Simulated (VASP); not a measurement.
Input of a VASP 6.6.1 run:

INCAR

```
PREC = Accurate ; ENCUT = 520
EDIFF = 1E-6 ; ISMEAR = 0
SIGMA = 0.15 ; LREAL = F
LASPH = T ; NELM = 60
ALGO = Normal ; ISIF = 2
LWAVE = F ; LCHARG = T
GGA = PS ; LELF = T
LVHAR = T ; NBANDS = 12
```

Contents of KPOINTS:

```
Automatic mesh
0
Gamma
  22 22 22
```

POSCAR

```
Cu
1.0
    0.0000000000      1.7532750000      1.8617250000
    1.7532750000      0.0000000000      1.8617250000
    1.7532750000      1.7532750000      0.0000000000
Cu
1
Direct
    0.0000000000      0.0000000000      0.0000000000
```

Potentials or basis: VASP PAW PBE potentials, release 64 (Cu).

Command:

```bash
$ cat potpaw_PBE.64/Cu/POTCAR > POTCAR
$ mpirun -np 1 vasp_std > vasp.out
```

**Question.** What does it give for the pressure?

**Answer.** -1.0 GPa.

Stress tensor (GPa, compression positive):
```
 0.53  0.00  0.00
 0.00  0.53  0.00
 0.00  0.00 -4.13
```

Caveat: the cell differs from its parent crystal (strain -0.030 along x and y, +0.030 along z); the PAW data sets were made with another functional, which shifts forces and pressure a little.
